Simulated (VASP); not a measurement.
As, 2 atoms in the cell. It takes space group R-3m (No. 166, trigonal). The conventional cell has a = 3.759 Å, b = 3.759 Å, c = 10.457 Å, α = 90.00°, β = 90.00°, γ = 120.00°. Within 3.3 Å of As (site symmetry 3m) lie 6 As at 2.52 to 3.10 Å. 

```yaml
Program: VASP 6.6.1
Task: single point
Functional: LDA
Potentials_or_basis: VASP PAW LDA potentials, release 64 (As)
Cutoff: 500 eV
k_mesh: 6 × 6 × 6
Occupations: gaussian, width 0.1 eV
Spin: no spin polarisation
Dipole_correction: no
Further_INCAR_settings: ALGO = Normal; EDIFF = 1e-06; NBANDS = 12
```

Potentials or basis: VASP PAW LDA potentials, release 64 (As).

The run is started by

```console
$ cat potpaw_LDA.64/As/POTCAR > POTCAR
$ mpirun -np 1 vasp_std > vasp.out
```

Hardware: 1 thread of Intel(R) Xeon(R) Platinum 8375C CPU @ 2.90GHz (Ice Lake) (shared host).

Question: How long does it take, and how much memory?

Answer: Wall time 17 s on 1 thread of Intel(R) Xeon(R) Platinum 8375C CPU @ 2.90GHz (Ice Lake), with other jobs on the host, peak memory 0.15 GiB. Counts: scf iterations 10, k points 32.
